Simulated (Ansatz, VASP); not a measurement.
**One calculation of Co, two programs**

```xyz
1
Lattice="0.0000 1.7271 1.7271 1.7271 0.0000 1.7271 1.7271 1.7271 0.0000" Properties=species:S:1:pos:R:3 pbc="T T T"
Co    0.0000    0.0000    0.0000
```

Alike in both runs: task single point; functional PBEsol; k mesh 18 × 18 × 18; occupations fermi-dirac, width 0.1 eV; no spin polarisation.

```csv
,VASP,Ansatz
version,VASP 6.6.1,Ansatz 0.2.0
potentials or method,"VASP PAW PBE potentials, release 64 (Co), cutoff 520 eV","plane waves (420 eV) with PAW, scalar-relativistic"
valence electrons in the cell,9,17
```

VASP gave:

| Property | Result |
| --- | --- |
| pressure (GPa) | -10.9 |

Problem. What did Ansatz give for the same quantities?

Solution. Pressure (GPa): -10.2.

VASP's potentials were made for PBE, not for PBEsol, and Ansatz warns of the same on its side. VASP's potentials hold 9 valence electrons a cell and Ansatz's 17, so a difference there can come from the potentials and not from the codes.
